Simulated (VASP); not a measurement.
Here is a VASP 6.6.1 calculation.

The input INCAR:

```
PREC = Accurate
ENCUT = 520
EDIFF = 1E-6
ISMEAR = 0
SIGMA = 0.01
LREAL = False
LASPH = True
NELM = 100
ALGO = Normal
ISIF = 2
LWAVE = False
LCHARG = False
GGA = PS
NBANDS = 14
```

KPOINTS

```
regular mesh
0
Gamma
  6 6 6
```

POSCAR

```
NaI
1.0
    0.0000000000      3.2297205553      3.2297205553
    3.2297205553      0.0000000000      3.2297205553
    3.2297205553      3.2297205553      0.0000000000
Na I
1 1
Direct
    0.0000000000      0.0000000000      0.0000000000
    0.5000000000      0.5000000000      0.5000000000
```

Potentials or basis: VASP PAW PBE potentials, release 64 (Na_pv, I).

The run is started by

```sh
$ cat potpaw_PBE.64/Na_pv/POTCAR potpaw_PBE.64/I/POTCAR > POTCAR
$ mpirun -np 1 vasp_std > vasp.out
```

**Question.** What does it give for the band gap on the k mesh?

**Answer.** 3.52 eV, direct.

**Question.** What does it give for the pressure?

**Answer.** -0.4 GPa.

Caveat: the PAW data sets were made with another functional, which shifts forces and pressure a little; spin-orbit coupling is left out, which moves the levels of the heavy elements. Expect the measured gap to be larger: semilocal functionals such as PBEsol lack the derivative discontinuity.
